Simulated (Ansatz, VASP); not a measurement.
Sb in VASP and in Ansatz

Contents of INCAR:

```
SYSTEM = Sb
PREC = Accurate
ENCUT = 520
EDIFF = 1E-7
ISMEAR = 0
SIGMA = 0.018000000000000002
LREAL = .False.
LASPH = .True.
NELM = 80
ALGO = Normal
ISIF = 2
LWAVE = .False.
LCHARG = .True.
GGA = PE
LELF = .True.
LVHAR = .True.
NBANDS = 12
```

Contents of KPOINTS:

```
Automatic mesh
0
Gamma
  8 8 8
  0 0 0
```

File POSCAR:

```
Sb
1.0
    2.1542000000      1.2437279499      3.7580000000
   -2.1542000000      1.2437279499      3.7580000000
    0.0000000000     -2.4874558998      3.7580000000
Sb
2
Direct
    0.7665100000      0.7665100000      0.7665100000
    0.2334900000      0.2334900000      0.2334900000
```

input.yaml

```yaml
crystal:
  lattice:
    - [2.1542, 1.2437279499, 3.758]
    - [-2.1542, 1.2437279499, 3.758]
    - [0.0, -2.4874558998, 3.758]
  atoms:
    - { symbol: Sb, position: [0.76651, 0.76651, 0.76651] }
    - { symbol: Sb, position: [0.23349, 0.23349, 0.23349] }
kpoints:
  mp_grid: { grid: [8, 8, 8] }
scf:
  occupations: { method: gaussian, width: 0.018 }
hamiltonian:
  xc: pbe
  pseudopotentials: { kind: all_electron, lapw: { basis_error: 0.001 } }
output:
  forces: true
  stress: true
  eigenvalues: true
```

Alike in both runs: task single point; functional PBE; k mesh 8 × 8 × 8; occupations gaussian, width 0.018 eV; no spin polarisation.

|  | VASP | Ansatz |
| --- | --- | --- |
| version | VASP 6.6.1 | Ansatz 0.2.0 |
| potentials or method | VASP PAW PBE potentials, release 64 (Sb), cutoff 520 eV | all-electron LAPW, scalar-relativistic |

Ansatz gave:

```
gap on the k mesh at the Fermi level (eV)                     : none
pressure (GPa)                                                : 2.7
traceless stress, the component that is largest in VASP (GPa) : -0.47
rms of the force components (eV/Å)                            : 0.081
```

Question: Which values does VASP return?

Answer: gap on the k mesh at the Fermi level (eV): none; pressure (GPa): 2.8; traceless stress, the component that is largest in VASP (GPa): -0.50; rms of the force components (eV/Å): 0.107.

Atom by atom the forces differ by 0.025 eV/Å (rms over components). A gap of «none» marks a metal or a gap that the smearing closes. Ansatz ran all-electron here, and VASP with PAW potentials.

Spin-orbit coupling is off throughout.
